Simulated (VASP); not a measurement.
Set up this calculation in VASP 6.6.1, as the native input.

```yaml
Task: single point
Functional: r2SCAN
Potentials_or_basis: VASP PAW PBE potentials, release 64 (Zn, O)
Cutoff: 520 eV
k_mesh: 12 × 12 × 6
Occupations: gaussian, width 0.01 eV
Spin: no spin polarisation
Dipole_correction: no
Further_INCAR_settings: ALGO = Normal; EDIFF = 1e-06; NBANDS = 26
```

ZnO:

```
CELL_PARAMETERS angstrom
3.23534 0.00000 0.00000
-1.61767 2.80189 0.00000
0.00000 0.00000 5.26306
ATOMIC_POSITIONS crystal
Zn 0.33333 0.66667 0.99897
Zn 0.66667 0.33333 0.49897
O 0.33333 0.66667 0.37603
O 0.66667 0.33333 0.87603
```

This cell differs from its parent crystal: uniaxial z strain +1.0%.

These files were run (other wordings do the same):

POSCAR

```
ZnO
1.0
    3.2353408669      0.0000000000      0.0000000000
   -1.6176704335      2.8018873806      0.0000000000
    0.0000000000      0.0000000000      5.2630613499
Zn O
2 2
Direct
    0.3333333333      0.6666666667     -0.0010332031
    0.6666666667      0.3333333333      0.4989667969
    0.3333333333      0.6666666667      0.3760332031
    0.6666666667      0.3333333333      0.8760332031
```

INCAR.step1

```
PREC     = Accurate       # precision mode
ENCUT    = 520            # plane-wave cutoff, eV
ISMEAR   = 0              # smearing method
SIGMA    = 0.01           # smearing width, eV
LREAL    = F              # projectors in reciprocal space
LASPH    = T              # aspherical terms in the spheres
NELM     = 60             # most SCF steps
NBANDS   = 26             # bands
GGA      = PE             # functional
ALGO     = Normal         # electronic algorithm
EDIFF    = 1E-4           # SCF threshold, eV
LWAVE    = T              # write WAVECAR
LCHARG   = F              # write CHGCAR
```

INCAR.step2

```
PREC     = Accurate       # precision mode
ENCUT    = 520            # plane-wave cutoff, eV
EDIFF    = 1E-6           # SCF threshold, eV
ISMEAR   = 0              # smearing method
SIGMA    = 0.01           # smearing width, eV
LREAL    = F              # projectors in reciprocal space
LASPH    = T              # aspherical terms in the spheres
NELM     = 60             # most SCF steps
ALGO     = Normal         # electronic algorithm
ISIF     = 2              # what is computed and relaxed
LWAVE    = F              # write WAVECAR
LCHARG   = F              # write CHGCAR
METAGGA  = R2SCAN         # meta-GGA
LMIXTAU  = T            
NBANDS   = 26             # bands
ISTART   = 1
```

KPOINTS

```
regular mesh
0
Gamma
  12 12 6
```

Potentials or basis: VASP PAW PBE potentials, release 64 (Zn, O).

Run with:

```bash
$ cat potpaw_PBE.64/Zn/POTCAR potpaw_PBE.64/O/POTCAR > POTCAR
$ cp INCAR.step1 INCAR
$ mpirun -np 1 vasp_std > vasp.out
$ cp INCAR.step2 INCAR
$ mpirun -np 1 vasp_std > vasp.out
```

It gave:

The pressure is -0.5 GPa. The largest force is 0.009 eV/Å. The band gap on the k mesh is 1.21 eV.

Caveat: the cell differs from its parent crystal (uniaxial z strain +1.0%); the PAW data sets were made with another functional, which shifts forces and pressure a little.

It took 3 min on 1 thread of AMD EPYC 9R45 96-Core Processor (Zen 5), on a shared host, peak memory 0.19 GiB.
